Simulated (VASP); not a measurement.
Mg16SeS15:

```
S Se Mg
1.0
    10.39609    0.00000    0.00000
     0.00000   10.39609    0.00000
     0.00000    0.00000   10.39609
S Se Mg
30 2 32
Direct
  0.25174 0.00141 0.00023
  0.24909 0.99858 0.50344
  0.24676 0.49738 0.99923
  0.24816 0.49665 0.49867
  0.75071 0.99884 0.00143
  0.75187 0.00297 0.49842
  0.74896 0.50325 0.00348
  0.75426 0.50439 0.50050
  0.00365 0.24816 0.99864
  0.99939 0.25021 0.50012
  0.99786 0.74951 0.99942
  0.00004 0.75045 0.49952
  0.49696 0.24843 0.00104
  0.49600 0.25151 0.49778
  0.50278 0.74954 0.00143
  0.99935 0.99866 0.25032
  0.99719 0.00088 0.74985
  0.99773 0.50092 0.25160
  0.00184 0.50234 0.75235
  0.49757 0.99806 0.25134
  0.49577 0.00063 0.75072
  0.49975 0.50039 0.75024
  0.24684 0.24929 0.24788
  0.25154 0.24963 0.74915
  0.24869 0.75264 0.24917
  0.25340 0.74689 0.75327
  0.75080 0.25004 0.25076
  0.74788 0.24740 0.74992
  0.75069 0.75527 0.25000
  0.75177 0.74979 0.75080
  0.50261 0.74793 0.49680
  0.50070 0.50138 0.25197
  0.99906 0.00127 0.99690
  0.00061 0.00321 0.49629
  0.00095 0.50026 0.99844
  0.00142 0.49655 0.49669
  0.50068 0.99705 0.00071
  0.49996 0.99853 0.49827
  0.50251 0.50206 0.99909
  0.50170 0.49578 0.50208
  0.24915 0.24798 0.99977
  0.24669 0.24901 0.50094
  0.25254 0.74986 0.99957
  0.25255 0.75065 0.49914
  0.75177 0.25063 0.99697
  0.74858 0.25056 0.49939
  0.75060 0.75173 0.99934
  0.74654 0.74798 0.50243
  0.24783 0.99393 0.25024
  0.24740 0.99826 0.74985
  0.25135 0.49711 0.25699
  0.24831 0.50258 0.74889
  0.74779 0.99757 0.24785
  0.74909 0.00275 0.75146
  0.74788 0.49775 0.25376
  0.75071 0.49790 0.74709
  0.00071 0.25041 0.24913
  0.99653 0.25183 0.74838
  0.99826 0.75266 0.24727
  0.00025 0.75096 0.74944
  0.49926 0.24859 0.25228
  0.49834 0.25006 0.75016
  0.50235 0.74674 0.24760
  0.49865 0.75108 0.74958
```

- Program: VASP 6.6.1
- Task: relaxation of volume and atoms at fixed shape
- Functional: PBEsol
- Potentials or basis: VASP PAW PBE potentials, release 64 (S, Se, Mg)
- Cutoff: 500 eV
- k mesh: 1 × 1 × 1, shifted
- Occupations: fermi-dirac, width 0.05 eV
- Spin: no spin polarisation

At the start: pressure 0.0 GPa; volume 17.56 Å³/atom.

**Question.** How do energy, volume and symmetry change on relaxing?

**Answer.** Over 9 steps the energy falls by 6.8 meV/atom and the volume is 17.54 Å³/atom (-0.1 %); space group P1 (No. 1, to 0.1 Å) before, Cmmm (No. 65, to 0.1 Å).

Step by step:
```
step  energy change (eV)  largest force (eV/Å)  pressure (GPa)  volume (Å³)
   1              0.0000                0.8822            0.02      1123.60
   2             -0.2667                0.4637           -0.09      1123.96
   3             -0.3920                0.1813           -0.17      1124.42
   4             -0.3922                0.1843           -0.17      1124.44
   5             -0.4175                0.1106            0.09      1120.63
   6             -0.4233                0.0590            0.30      1117.72
   7             -0.4317                0.0532           -0.09      1123.29
   8             -0.4319                0.0526           -0.05      1122.72
   9             -0.4347                0.0295           -0.03      1122.39
```

Final structure:
```cif
data_structure
_symmetry_space_group_name_H-M 'P 1'
_symmetry_Int_Tables_number 1
_cell_length_a 10.3924
_cell_length_b 10.3924
_cell_length_c 10.3924
_cell_angle_alpha 90.000
_cell_angle_beta 90.000
_cell_angle_gamma 90.000
_cell_volume 1122.39
loop_
_atom_site_label
_atom_site_type_symbol
_atom_site_fract_x
_atom_site_fract_y
_atom_site_fract_z
_atom_site_occupancy
S1 S 0.24987 0.99940 0.00000 1
S2 S 0.24874 0.00011 0.50016 1
S3 S 0.24950 0.49940 0.99987 1
S4 S 0.24838 0.49864 0.50144 1
S5 S 0.74966 0.00032 0.99990 1
S6 S 0.75033 0.00082 0.49985 1
S7 S 0.75111 0.50024 0.99958 1
S8 S 0.75202 0.49924 0.50110 1
S9 S 0.99984 0.25019 0.99926 1
S10 S 0.99918 0.24996 0.49943 1
S11 S 0.00030 0.75026 0.99933 1
S12 S 0.00021 0.75026 0.49946 1
S13 S 0.49979 0.24881 0.99936 1
S14 S 0.49913 0.24835 0.50080 1
S15 S 0.50056 0.75047 0.99891 1
S16 S 0.99926 0.00004 0.24919 1
S17 S 0.99908 0.00039 0.74919 1
S18 S 0.99980 0.50013 0.24957 1
S19 S 0.99977 0.50052 0.74982 1
S20 S 0.49901 0.00006 0.24918 1
S21 S 0.49916 0.00069 0.75068 1
S22 S 0.49989 0.49905 0.75130 1
S23 S 0.24831 0.24805 0.25005 1
S24 S 0.24915 0.24978 0.75010 1
S25 S 0.24810 0.74967 0.24911 1
S26 S 0.24914 0.74966 0.75097 1
S27 S 0.75033 0.24886 0.24973 1
S28 S 0.74887 0.25020 0.74973 1
S29 S 0.75170 0.75067 0.24948 1
S30 S 0.75077 0.75026 0.75072 1
Se1 Se 0.50020 0.74968 0.50005 1
Se2 Se 0.49976 0.49850 0.24984 1
Mg1 Mg 0.99990 0.00020 0.99894 1
Mg2 Mg 0.99966 0.00135 0.49916 1
Mg3 Mg 0.00023 0.50016 0.99868 1
Mg4 Mg 0.00044 0.49898 0.50085 1
Mg5 Mg 0.49991 0.00084 0.99881 1
Mg6 Mg 0.49969 0.00436 0.50130 1
Mg7 Mg 0.50024 0.49836 0.99513 1
Mg8 Mg 0.50055 0.49349 0.50615 1
Mg9 Mg 0.24998 0.24953 0.99994 1
Mg10 Mg 0.24781 0.24909 0.49985 1
Mg11 Mg 0.24940 0.74904 0.00025 1
Mg12 Mg 0.24491 0.74939 0.49994 1
Mg13 Mg 0.74989 0.25065 0.99970 1
Mg14 Mg 0.75008 0.25031 0.49959 1
Mg15 Mg 0.75179 0.75027 0.00013 1
Mg16 Mg 0.75565 0.75063 0.50045 1
Mg17 Mg 0.24781 0.99860 0.25028 1
Mg18 Mg 0.24883 0.99942 0.75029 1
Mg19 Mg 0.24435 0.49880 0.25093 1
Mg20 Mg 0.24868 0.49986 0.75063 1
Mg21 Mg 0.75009 0.00013 0.24993 1
Mg22 Mg 0.74885 0.00036 0.74994 1
Mg23 Mg 0.75487 0.49988 0.25088 1
Mg24 Mg 0.75117 0.50008 0.75054 1
Mg25 Mg 0.99937 0.24899 0.24908 1
Mg26 Mg 0.99889 0.25058 0.74943 1
Mg27 Mg 0.99978 0.75150 0.24818 1
Mg28 Mg 0.00024 0.75063 0.75048 1
Mg29 Mg 0.49905 0.24388 0.24873 1
Mg30 Mg 0.49887 0.24866 0.75132 1
Mg31 Mg 0.50030 0.75467 0.24405 1
Mg32 Mg 0.50015 0.75133 0.75475 1
```

Caveat: the PAW data sets were made with another functional, which shifts forces and pressure a little.
